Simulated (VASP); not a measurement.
Set up this calculation in VASP 6.6.1, as the native input.

```yaml
Task: single point
Functional: PBE
Potentials_or_basis: VASP PAW PBE potentials, release 64 (Eu)
Cutoff: 520 eV
k_mesh: 12 × 12 × 12
Occupations: gaussian, width 0.05 eV
Spin: collinear spin, ferromagnetic start
Starting_moments: "[0.5] μB"
Dipole_correction: no
Further_INCAR_settings: ALGO = Normal; EDIFF = 1e-07; NBANDS = 18
```

The structure of Eu lies in POSCAR:

```
Eu
1.0
    0.0000000000      2.7441779308      2.7441779308
    2.7441779308      0.0000000000      2.7441779308
    2.7441779308      2.7441779308      0.0000000000
Eu
1
Direct
    0.0000000000      0.0000000000      0.0000000000
```

This isn't the form of Eu at room conditions, which is bcc.

These files were run (other wordings do the same):

INCAR

```
PREC = Accurate
ENCUT = 520
EDIFF = 1E-7
ISMEAR = 0
SIGMA = 0.05
LREAL = False
LASPH = True
NELM = 150
ALGO = Normal
ISIF = 2
LWAVE = False
LCHARG = False
ISPIN = 2
MAGMOM = 0.5
LORBIT = 11
LMAXMIX = 6
GGA = PE
NBANDS = 18
```

KPOINTS

```
Automatic mesh
0
Gamma
  12 12 12
```

Potentials or basis: VASP PAW PBE potentials, release 64 (Eu).

Launch:

```bash
$ cat potpaw_PBE.64/Eu/POTCAR > POTCAR
$ mpirun -np 1 vasp_std > vasp.out
```

It gave:

```yaml
Pressure: -0.3 GPa
Net_moment: 7.56 μB per cell
Site_moments: Eu +6.74 μB
Valence_electrons_inside_the_program's_atomic_spheres: Eu 14.74
```

Wall time 3.3 min on 1 thread of Oxide Virtual Turin-like Processor, on a shared host, peak memory 0.22 GiB.
